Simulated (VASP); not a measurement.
Here is a VASP 6.6.1 calculation.

INCAR

```
  ALGO = Normal
  EDIFF = 1E-6
  EDIFFG = -0.005
  ENCUT = 600
  GGA = CA
  IBRION = 2
  ISIF = 3
  ISMEAR = 0
  LASPH = T
  LCHARG = F
  LREAL = F
  LWAVE = F
  NELM = 100
  NSW = 100
  PREC = Accurate
  SIGMA = 0.1
```

File KPOINTS:

```
k-points
0
Gamma
  18 18 18
```

POSCAR

```
Ir
1.0
    0.0000000000      1.9156000000      1.9156000000
    1.9156000000      0.0000000000      1.9156000000
    1.9156000000      1.9156000000      0.0000000000
Ir
1
Direct
    0.0000000000      0.0000000000      0.0000000000
```

Potentials or basis: VASP PAW LDA potentials, release 64 (Ir).

Command:

```bash
$ cat potpaw_LDA.64/Ir/POTCAR > POTCAR
$ mpirun -np 1 vasp_std > vasp.out
```

Q: Estimate the relaxed cell.

A: a = 2.701 Å, b = 2.701 Å, c = 2.701 Å, α = 60.00°, β = 60.00°, γ = 60.00°.

Q: Estimate the space group after relaxing (to 0.05 Å).

A: Fm-3m (No. 225).

Q: What does it give for the relaxed volume?

A: 13.93 Å³/atom.

Final structure:
```
CELL_PARAMETERS angstrom
0.00000 1.90964 1.90964
1.90964 0.00000 1.90964
1.90964 1.90964 0.00000
ATOMIC_POSITIONS crystal
Ir 0.00000 0.00000 0.00000
```

 Zero-point motion and thermal expansion aren't in these numbers.
